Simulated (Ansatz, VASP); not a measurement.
Two plane-wave programs on KI

```
K I
1.0
     3.54595    3.54595    0.00000
    -3.54595    3.54595    0.00000
     0.00000    3.54595    3.54595
K I
1 1
Direct
  0.00000 0.00000 0.00000
  0.50000 0.50000 0.00000
```

Alike in both runs: functional r2SCAN; k mesh 10 × 10 × 10; occupations fermi-dirac, width 0.1 eV; no spin polarisation.

Ansatz relaxed the structure, and its values are those at the end. VASP's run is a single point on that final structure, the one shown.

```csv
,VASP,Ansatz
version,VASP 6.6.1,Ansatz 0.2.0
potentials or method,"VASP PAW PBE potentials, release 64 (K_sv, I)","PAW with Ansatz's default frozen-core files, scalar-relativistic"
plane-wave cutoff (eV),520,500
valence electrons in the cell,16,26
```

```csv
,VASP,Ansatz,Ansatz less VASP
pressure (GPa),0.0,0.0,0.00
```

VASP's potentials were made for PBE, not for r2SCAN. VASP's potentials hold 16 valence electrons a cell and Ansatz's 26, so a difference there can come from the potentials and not from the codes.

Spin-orbit coupling is off throughout.
